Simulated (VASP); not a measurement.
# GaSb (Immm) in VASP: a series of runs

GaSb is run at these levels: PBE; tasks: single point.

All numbers are computed with VASP 6.6.1; they aren't measurements. Logs are shortened: lines on timing, memory, paths and dates and some standing lists are left out, and cuts for length are marked.

## (1) The cell of the first run

The structure is orthorhombic, space group Immm (No. 71). The conventional cell has a = 3.149 Å, b = 5.513 Å, c = 6.125 Å, α = 90.00°, β = 90.00°, γ = 90.00°. Ga (site symmetry mmm) has 6 Sb at 3.06 to 3.17 Å and 2 Ga at 3.15 Å within 4.0 Å. Within 4.0 Å of Sb (site symmetry mmm) lie 6 Ga at 3.06 to 3.17 Å and 2 Sb at 3.15 Å.

## (2) Single point, PBE (26.59 Å³/atom)

File INCAR:

```
PREC     = Accurate       # precision mode
ENCUT    = 520            # plane-wave cutoff, eV
EDIFF    = 1E-6           # SCF threshold, eV
ISMEAR   = 0              # smearing method
SIGMA    = 0.15           # smearing width, eV
LREAL    = F              # projectors in reciprocal space
LASPH    = T              # aspherical terms in the spheres
NELM     = 60             # most SCF steps
ALGO     = Normal         # electronic algorithm
ISIF     = 2              # what is computed and relaxed
LWAVE    = F              # write WAVECAR
LCHARG   = F              # write CHGCAR
GGA      = PE             # functional
NBANDS   = 16             # bands
```

File KPOINTS:

```
Automatic mesh
0
Gamma
  18 18 18
```

File POSCAR:

```
GaSb
1.0
   -1.5745807536      2.7565639198      3.0627132246
    1.5745807536     -2.7565639198      3.0627132246
    1.5745807536      2.7565639198     -3.0627132246
Ga Sb
1 1
Direct
    0.0000000000      0.0000000000      0.0000000000
    0.5000000000      0.5000000000      0.0000000000
```

Potentials or basis: VASP PAW PBE potentials, release 64 (Ga_d, Sb).

Started as:

```sh
> cat potpaw_PBE.64/Ga_d/POTCAR potpaw_PBE.64/Sb/POTCAR > POTCAR
> mpirun -np 1 vasp_std > vasp.out
```

OUTCAR:

```text
PREC = Accurate
   ENCUT = 520
   EDIFF = 1E-6
   ISMEAR = 0
   LREAL = F
   LASPH = T
   NELM = 60
   ISIF = 2
   GGA = PE

 ion  position               nearest neighbor table
   1  0.000  0.000  0.000-   2 3.06   2 3.06   2 3.17   2 3.17   2 3.17   2 3.17
   2  0.500  0.500  0.000-   1 3.06   1 3.06   1 3.17   1 3.17   1 3.17   1 3.17

  LATTYP: Found a body centered orthorhombic cell.
 ALAT       =     3.1491615072
 B/A-ratio  =     1.7506653206
 C/A-ratio  =     1.9450975871

  Lattice vectors:

 A1 = (  -1.5745807536,   2.7565639198,   3.0627132246)
 A2 = (   1.5745807536,  -2.7565639198,   3.0627132246)
 A3 = (   1.5745807536,   2.7565639198,  -3.0627132246)

Analysis of symmetry for initial positions (statically):
=====================================================================
 Subroutine PRICEL returns:
 Original cell was already a primitive cell.

 Routine SETGRP: Setting up the symmetry group for a
 body centered orthorhombic supercell.

 Subroutine GETGRP returns: Found  8 space group operations
 (whereof  8 operations were pure point group operations)
 out of a pool of  8 trial point group operations.

The static configuration has the point symmetry D_2h.

Analysis of symmetry for dynamics (positions and initial velocities):
=====================================================================
 Subroutine PRICEL returns:
 Original cell was already a primitive cell.

 Routine SETGRP: Setting up the symmetry group for a
 body centered orthorhombic supercell.

 Subroutine GETGRP returns: Found  8 space group operations
 (whereof  8 operations were pure point group operations)
 out of a pool of  8 trial point group operations.

The dynamic configuration has the point symmetry D_2h.

 Subroutine INISYM returns: Found  8 space group operations
 (whereof  8 operations are pure point group operations),
 and found     1 'primitive' translations

----------------------------------------------------------------------------------------

                                     Primitive cell

  volume of cell :      53.1740

  direct lattice vectors                    reciprocal lattice vectors
    -1.574580754  2.756563920  3.062713225     0.000000000  0.181385237  0.163253940
     1.574580754 -2.756563920  3.062713225     0.317544844  0.000000000  0.163253940
     1.574580754  2.756563920 -3.062713225     0.317544844  0.181385237  0.000000000

  length of vectors
     4.411140611  4.411140611  4.411140611     0.244033713  0.357052625  0.365698417

  position of ions in fractional coordinates (direct lattice)
     0.000000000  0.000000000  0.000000000
     0.500000000  0.500000000  0.000000000

  ion indices of the primitive-cell ions
   primitive index   ion index
                 1           1
                 2           2

----------------------------------------------------------------------------------------

 KPOINTS: Automatic mesh

Automatic generation of k-mesh.
 Grid dimensions read from file:
 generate k-points for:   18   18   18

 Generating k-lattice:

  Cartesian coordinates                     Fractional coordinates (reciprocal lattice)
     0.000000000  0.010076958  0.009069663     0.055555556  0.000000000 -0.000000000
     0.017641380  0.000000000  0.009069663     0.000000000  0.055555556 -0.000000000
     0.017641380  0.010076958  0.000000000     0.000000000  0.000000000  0.055555556

  Length of vectors
     0.013557428  0.019836257  0.020316579

  Shift w.r.t. Gamma in fractional coordinates (k-lattice)
     0.000000000  0.000000000  0.000000000

 Subroutine IBZKPT returns following result:
 ===========================================

 Found    865 irreducible k-points:

 Following reciprocal coordinates:
            Coordinates               Weight
  0.000000  0.000000  0.000000      1.000000
  0.055556 -0.000000  0.000000      4.000000
  0.111111 -0.000000  0.000000      4.000000
  0.166667 -0.000000  0.000000      4.000000
  0.222222 -0.000000  0.000000      4.000000
  0.277778 -0.000000  0.000000      4.000000
[... 16 lines left out ...]
 -0.333333  0.055556 -0.000000      8.000000
 -0.277778  0.055556  0.000000      8.000000
 [... further k-points ...]
   k-points           NKPTS =    865   k-points in BZ     NKDIM =    865   number of bands    NBANDS=     16
   number of dos      NEDOS =    301   number of ions     NIONS =      2
   total plane-waves  NPLWV =  46656
   dimension x,y,z NGX =    36 NGY =   36 NGZ =   36
   dimension x,y,z NGXF=    72 NGYF=   72 NGZF=   72
   ions per type =               1   1
   NGX,Y,Z   is equivalent  to a cutoff of  13.57, 13.57, 13.57 a.u.
   NGXF,Y,Z  is equivalent  to a cutoff of  27.14, 27.14, 27.14 a.u.
 SYSTEM =  unknown system
   PREC   = accura    normal or accurate (medium, high low for compatibility)
   ISTART =      0    job   : 0-new  1-cont  2-samecut
   ICHARG =      2    charge: 1-file 2-atom 10-const
   ISPIN  =      1    spin polarized calculation?
   LNONCOLLINEAR =      F non collinear calculations
   LSORBIT =      F    spin-orbit coupling
   LASPH  =      T    aspherical Exc in radial PAW
   ENCUT  =  520.0 eV  38.22 Ry    6.18 a.u.   8.20  8.20  8.20*2*pi/ulx,y,z
   NELM   =     60;   NELMIN=  2; NELMDL= -5     # of ELM steps
   EDIFF  = 0.1E-05   stopping-criterion for ELM
   LREAL  =      F    real-space projection
[... 7 lines left out ...]
   TEBEG  =    0.0;   TEEND  =   0.0 temperature during run
   PSTRESS=    0.0 pullay stress
   NELECT =      18.0000    total number of electrons
   NUPDOWN=      -1.0000    fix difference up-down
   EMIN   =  10.00;   EMAX   =-10.00  energy-range for DOS
   EFERMI =   0.00;   METHOD = LEGACY
   ISMEAR =     0;   SIGMA  =   0.15  broadening in eV -4-tet -1-fermi 0-gaus
   EFERMI_NEDOS =   21; number of points for ismear=-14 and -15
   IALGO  =     38    algorithm
   IMIX   =      4    mixing-type and parameters
     AMIX     =   0.40;   BMIX     =  1.00
     AMIX_MAG =   1.60;   BMIX_MAG =  1.00
  volume/ion in A,a.u.               =      26.59       179.42
  Fermi-wavevector in a.u.,A,eV,Ry     =   1.140948  2.156079 17.711555  1.301763
  Thomas-Fermi vector in A             =   2.277649
   LORBIT       =      0    0 simple, 1 ext, 2 COOP (PROOUT), +10 PAW based schemes
   GGA     = PE    functional components
   LHFCALC =     F    Hartree Fock is set to
   AEXX    =    0.0000 exact exchange contribution
   IVDW    =     0    specifies the selected vdW correction
   LEPSILON=     F    determine dielectric tensor
   LRPA    =     F    only Hartree local field effects (RPA)
 non-spin polarized calculation
 Gauss-broadening in eV      SIGMA  =   0.15
  energy-cutoff  :      520.00
  volume of cell :       53.17
 maximum number of plane-waves:      1448
 NGX is ok and might be reduce to    36
   NGX = 17   NGY = 17   NGZ = 17

 number of electron      18.0000007 magnetization

 Free energy of the ion-electron system (eV)
  ---------------------------------------------------
  ext. energy  EPLUGINS =         0.00000000
  ---------------------------------------------------
  free energy    TOTEN  =        -6.89086221 eV

  energy without entropy =       -6.87989357  energy(sigma->0) =       -6.88537789

 E-fermi :   5.4924     XC(G=0):  -9.8024

 val. band max:        5.4923952536   @ k =  -0.2778  -0.2222   0.0556
 cond. band min:       5.5013144819   @ k =  -0.2778   0.2778   0.0556
 fundamental gap:      0.0089192283
 Fermi energy:         5.4924277274

 k-point     1 :       0.0000    0.0000    0.0000
  band No.  band energies     occupation
      1      -9.3355      2.00000
      2      -9.2466      2.00000
      3      -9.2442      2.00000
      4      -9.2343      2.00000
      5      -9.2077      2.00000
      6      -5.7942      2.00000
[... 8 lines left out ...]
     15      13.7835      0.00000
     16      15.4480      0.00000

 k-point     2 :       0.0556   -0.0000    0.0000
  band No.  band energies     occupation
      1      -9.3354      2.00000
      2      -9.2470      2.00000
      3      -9.2440      2.00000
      4      -9.2343      2.00000
      5      -9.2077      2.00000
      6      -5.7718      2.00000
[... 8 lines left out ...]
     15      14.0325      0.00000
     16      15.3938      0.00000

 k-point     3 :       0.1111   -0.0000    0.0000
  band No.  band energies     occupation
      1      -9.3351      2.00000
      2      -9.2479      2.00000
      3      -9.2433      2.00000
      4      -9.2343      2.00000
      5      -9.2075      2.00000
      6      -5.7053      2.00000
[... 8 lines left out ...]
     15      14.5935      0.00000
     16      15.2946      0.00000

 k-point     4 :       0.1667   -0.0000    0.0000
  band No.  band energies     occupation
      1      -9.3347      2.00000
      2      -9.2494      2.00000
      3      -9.2422      2.00000
      4      -9.2343      2.00000
      5      -9.2074      2.00000
      6      -5.5965      2.00000
[... 8 lines left out ...]
     15      14.9122      0.00000
     16      15.5792      0.00000
[... 324 lines left out ...]
 k-point    22 :      -0.3889    0.0556    0.0000
  band No.  band energies     occupation
      1      -9.3290      2.00000
      2      -9.2554      2.00000
      3      -9.2374      2.00000
      4      -9.2363      2.00000
      5      -9.2082      2.00000
      6      -4.9125      2.00000
[... 8 lines left out ...]
     15      15.0772      0.00000
     16      16.2222      0.00000

 k-point    23 :      -0.3333    0.0556   -0.0000
  band No.  band energies     occupation
      1      -9.3294      2.00000
      2      -9.2537      2.00000
      3      -9.2386      2.00000
      4      -9.2363      2.00000
      5      -9.2084      2.00000
      6      -5.1104      2.00000
[... 8 lines left out ...]
     15      15.1619      0.00000
     16      16.2989      0.00000

 k-point    24 :      -0.2778    0.0556    0.0000
  band No.  band energies     occupation
      1      -9.3298      2.00000
      2      -9.2518      2.00000
      3      -9.2399      2.00000
      4      -9.2363      2.00000
      5      -9.2087      2.00000
      6      -5.3012      2.00000
[... 8 lines left out ...]
     15      15.2643      0.00000
     16      16.3520      0.00000

 [... further k-points ...]

------------------------ aborting loop because EDIFF is reached ----------------------------------------

  FORCE on cell =-STRESS in cart. coord.  units (eV):
  Direction    XX          YY          ZZ          XY          YZ          ZX
  --------------------------------------------------------------------------------------
  -------------------------------------------------------------------------------------
  Total       -0.6722130     -1.2982306     -1.9896387      0.0000000      0.0000000      0.0000000
  in kB      -20.2543432    -39.1167789    -59.9494874      0.0000000      0.0000000      0.0000000
  external PRESSURE =     -39.7735365 kB  Pullay stress =       0.0000000 kB

 VOLUME and BASIS-vectors are now :
 -----------------------------------------------------------------------------
  energy-cutoff  :      520.00
  volume of cell :       53.17
      direct lattice vectors                 reciprocal lattice vectors
    -1.574580754  2.756563920  3.062713225     0.000000000  0.181385237  0.163253940
     1.574580754 -2.756563920  3.062713225     0.317544844  0.000000000  0.163253940
     1.574580754  2.756563920 -3.062713225     0.317544844  0.181385237  0.000000000

 POSITION                                       TOTAL-FORCE (eV/Angst)
 -----------------------------------------------------------------------------------
      0.00000      0.00000      0.00000        -0.000000     -0.000000     -0.000000
      0.00000      0.00000      3.06271         0.000000      0.000000      0.000000
 -----------------------------------------------------------------------------------
    total drift:                               -0.000000     -0.000000     -0.000000

  FREE ENERGIE OF THE ION-ELECTRON SYSTEM (eV)
  ---------------------------------------------------
  free  energy   TOTEN  =        -6.8908622137 eV

  energy  without entropy=       -6.8798935705  energy(sigma->0) =       -6.88537789
```

Run time: 15 min. Hardware: 1 thread of Intel Xeon 8259CL, shared host; peak memory 0.83 GiB.

What came out:

```yaml
Free_energy: -6.8909 eV
Pressure: -4.0 GPa
Band_gap_on_the_k_mesh: zero (bands 9 and 10 overlap by 4.03 eV)
```

Caveat: the cell stands under tension; spin-orbit coupling is left out, which moves the levels of the heavy elements.

## (3) Single point, PBE (26.59 Å³/atom)

File INCAR:

```
ALGO = Normal ; EDIFF = 1E-7
ENCUT = 520 ; GGA = PE
ISIF = 2 ; ISMEAR = 0
LASPH = True ; LCHARG = False
LREAL = False ; LWAVE = False
NBANDS = 16 ; NELM = 80
PREC = Accurate ; SIGMA = 0.15
```

File KPOINTS:

```
k-points
0
Gamma
  18 18 18
```

File POSCAR:

```
GaSb
1.0
   -1.6609777112      2.6839142393      2.9819949305
    1.6609777112     -2.6839142393      2.9819949305
    1.6609777112      2.6839142393     -2.9819949305
Ga Sb
1 1
Direct
    0.0000000000      0.0000000000      0.0000000000
    0.5000000000      0.5000000000      0.0000000000
```

Potentials or basis: VASP PAW PBE potentials, release 64 (Ga_d, Sb).

Started as:

```sh
> cat potpaw_PBE.64/Ga_d/POTCAR potpaw_PBE.64/Sb/POTCAR > POTCAR
> mpirun -np 1 vasp_std > vasp.out
```

OUTCAR:

```text
EDIFF = 1E-7
   ENCUT = 520
   GGA = PE
   ISIF = 2
   ISMEAR = 0
   LASPH = True
   LREAL = False
   NELM = 80
   PREC = Accurate

 ion  position               nearest neighbor table
   1  0.000  0.000  0.000-   2 2.98   2 2.98   2 3.16   2 3.16   2 3.16   2 3.16
   2  0.500  0.500  0.000-   1 2.98   1 2.98   1 3.16   1 3.16   1 3.16   1 3.16

  LATTYP: Found a body centered orthorhombic cell.
 ALAT       =     3.3219554224
 B/A-ratio  =     1.6158640909
 C/A-ratio  =     1.7953250729

  Lattice vectors:

 A1 = (  -1.6609777112,   2.6839142393,   2.9819949305)
 A2 = (   1.6609777112,  -2.6839142393,   2.9819949305)
 A3 = (   1.6609777112,   2.6839142393,  -2.9819949305)

Analysis of symmetry for initial positions (statically):
=====================================================================
 Subroutine PRICEL returns:
 Original cell was already a primitive cell.

 Routine SETGRP: Setting up the symmetry group for a
 body centered orthorhombic supercell.

 Subroutine GETGRP returns: Found  8 space group operations
 (whereof  8 operations were pure point group operations)
[... 163 lines left out ...]

 E-fermi :   5.4786     XC(G=0):  -9.8035

 val. band max:        5.4783836376   @ k =   0.4444   0.3333  -0.0000
 cond. band min:       5.4787901008   @ k =   0.5000  -0.2222   0.0556
 fundamental gap:      0.0004064632
 Fermi energy:         5.4785594839

 k-point     1 :       0.0000    0.0000    0.0000
  band No.  band energies     occupation
      1      -9.3296      2.00000
      2      -9.2660      2.00000
      3      -9.2587      2.00000
      4      -9.2556      2.00000
      5      -9.2385      2.00000
      6      -5.7304      2.00000
[... 433 lines left out ...]
      3      -9.2646      2.00000
      4      -9.2509      2.00000
      5      -9.2384      2.00000
      6      -5.1928      2.00000
[... 8 lines left out ...]
     15      14.3374      0.00000
     16      15.4069      0.00000

 [... further k-points ...]

------------------------ aborting loop because EDIFF is reached ----------------------------------------

  FORCE on cell =-STRESS in cart. coord.  units (eV):
  Direction    XX          YY          ZZ          XY          YZ          ZX
  --------------------------------------------------------------------------------------
  -------------------------------------------------------------------------------------
  Total       -1.3473600     -1.3701590     -1.4376209     -0.0000000      0.0000000      0.0000000
  in kB      -40.5970887    -41.2840427    -43.3167265     -0.0000000      0.0000000      0.0000000
  external PRESSURE =     -41.7326193 kB  Pullay stress =       0.0000000 kB

 VOLUME and BASIS-vectors are now :
 -----------------------------------------------------------------------------
  energy-cutoff  :      520.00
  volume of cell :       53.17
      direct lattice vectors                 reciprocal lattice vectors
    -1.660977711  2.683914239  2.981994930     0.000000000  0.186295073  0.167672988
     1.660977711 -2.683914239  2.981994930     0.301027519  0.000000000  0.167672988
     1.660977711  2.683914239 -2.981994930     0.301027519  0.186295073  0.000000000

 POSITION                                       TOTAL-FORCE (eV/Angst)
 -----------------------------------------------------------------------------------
      0.00000      0.00000      0.00000         0.000000      0.000000      0.000000
      0.00000      0.00000      2.98199        -0.000000     -0.000000     -0.000000
 -----------------------------------------------------------------------------------
    total drift:                               -0.000000     -0.000000     -0.000000

  FREE ENERGIE OF THE ION-ELECTRON SYSTEM (eV)
  ---------------------------------------------------
  free  energy   TOTEN  =        -6.9156648094 eV

  energy  without entropy=       -6.9052432857  energy(sigma->0) =       -6.91045405
```

OSZICAR:

```text
N       E                     dE             d eps       ncg     rms          rms(c)
DAV:   1     0.781006049514E+02    0.78101E+02   -0.85473E+03 28192   0.141E+03
DAV:   2    -0.108649904641E+01   -0.79187E+02   -0.76534E+02 32536   0.297E+02
DAV:   3    -0.683436542087E+01   -0.57479E+01   -0.57237E+01 33064   0.618E+01
DAV:   4    -0.693101562211E+01   -0.96650E-01   -0.96635E-01 34976   0.886E+00
DAV:   5    -0.693318478920E+01   -0.21692E-02   -0.21691E-02 35480   0.120E+00    0.198E+00
DAV:   6    -0.691749209777E+01    0.15693E-01   -0.36642E-02 36952   0.275E+00    0.109E+00
DAV:   7    -0.691559841025E+01    0.18937E-02   -0.11181E-02 42168   0.101E+00    0.219E-01
DAV:   8    -0.691564024486E+01   -0.41835E-04   -0.13910E-03 36256   0.440E-01    0.380E-02
DAV:   9    -0.691566493161E+01   -0.24687E-04   -0.88307E-05 34896   0.813E-02    0.167E-02
DAV:  10    -0.691566529861E+01   -0.36700E-06   -0.60509E-06 37136   0.271E-02    0.242E-03
DAV:  11    -0.691566500159E+01    0.29702E-06   -0.61653E-07 34456   0.669E-03    0.158E-03
DAV:  12    -0.691566481610E+01    0.18549E-06   -0.64389E-08 24560   0.260E-03    0.238E-04
DAV:  13    -0.691566480942E+01    0.66789E-08   -0.11584E-08 20584   0.132E-03
   1 F= -.69156648E+01 E0= -.69104540E+01  d E =-.104215E-01
```

It took 11 min on 1 thread of Intel Xeon 8259CL, shared host; peak memory 0.81 GiB.

Results:

```yaml
Free_energy: -6.9157 eV
Pressure: -4.2 GPa
Band_gap_on_the_k_mesh: zero (bands 9 and 10 overlap by 4.49 eV)
```

Stress tensor (GPa, compression positive):
```
-4.06  0.00  0.00
 0.00 -4.13  0.00
 0.00  0.00 -4.33
```

Caveat: the cell stands under tension; spin-orbit coupling is left out, which moves the levels of the heavy elements.

(Continued in part 2 of 2.)
